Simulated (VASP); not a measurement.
**Rh: single point with PBE**

Rh:

```
Rh
1.0
     0.00000    1.99663    1.99663
     1.99663    0.00000    1.99663
     1.99663    1.99663    0.00000
Rh
1
Direct
  0.00000 0.00000 0.00000
```

This cell differs from its parent crystal: strain +0.050 along x and y, +0.050 along z.

```json
{"Program": "VASP 6.6.1", "Task": "single point", "Functional": "PBE", "Potentials or basis": "VASP PAW PBE potentials, release 64 (Rh_pv)", "Cutoff": "520 eV", "k mesh": "22 × 22 × 22", "Occupations": "gaussian, width 0.15 eV", "Spin": "no spin polarisation", "Dipole correction": "no", "Further INCAR settings": "ALGO = Fast; EDIFF = 1e-06; NBANDS = 14"}
```

```
Pressure               : -23.1 GPa
Band gap on the k mesh : zero (an odd number of electrons rules out a gap without spin polarisation)
```

Levels at points of the mesh, in eV from the Fermi level:
| k point | band 4 | band 5 | band 6 | band 7 | band 8 | band 9 | band 10 | band 11 |
| --- | --- | --- | --- | --- | --- | --- | --- | --- |
| (0.00, 0.00, 0.00) | -6.91 | -2.44 | -2.44 | -2.44 | -0.79 | -0.79 | 16.00 | 20.65 |
| (0.50, 0.00, 0.00) | -4.98 | -2.49 | -2.49 | 0.44 | 0.44 | 0.93 | 7.27 | 15.46 |
| (0.50, 0.50, 0.00) | -5.05 | -4.74 | 0.41 | 0.76 | 0.76 | 3.14 | 10.55 | 12.48 |

It took 54 s on 1 thread of Intel(R) Xeon(R) Platinum 8375C CPU @ 2.90GHz (Ice Lake), on a shared host, peak memory 0.19 GiB.

Caveat: the cell differs from its parent crystal (strain +0.050 along x and y, +0.050 along z); the cell stands under tension.
